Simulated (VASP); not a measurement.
The system is Si.

```xyz
1
Lattice="-1.5650 1.5650 1.5650 1.5650 -1.5650 1.5650 1.5650 1.5650 -1.5650" Properties=species:S:1:pos:R:3 pbc="T T T"
Si    0.0000    0.0000    0.0000
```

This isn't the form of Si at room conditions, which is diamond.

| Item | Value |
| --- | --- |
| Program | VASP 6.6.1 |
| Task | relaxation of cell and atoms |
| Functional | PBE |
| Potentials or basis | VASP PAW PBE potentials, release 64 (Si) |
| Cutoff | 500 eV |
| k mesh | 21 × 21 × 21 |
| Occupations | gaussian, width 0.1 eV |
| Spin | no spin polarisation |

At the start: pressure -3.9 GPa; volume 15.33 Å³/atom.

Task: How do energy, volume and symmetry change on relaxing?

Result: Over 3 steps the energy falls by 9.1 meV/atom and the volume is 14.63 Å³/atom (-4.6 %); space group Im-3m (No. 229, to 0.1 Å) before and after.

The path:
```csv
step,energy change (eV),largest force (eV/Å),pressure (GPa),volume (Å³)
1,0.0000,0.0000,-3.94,15.33
2,-0.0088,0.0000,0.77,14.51
3,-0.0091,0.0000,0.01,14.63
```

Final structure:
```yaml
crystal:
  lattice:
    - [-1.54060, 1.54060, 1.54060]
    - [1.54060, -1.54060, 1.54060]
    - [1.54060, 1.54060, -1.54060]
  atoms:
    - { symbol: Si, position: [0.00000, 0.00000, 0.00000] }
```
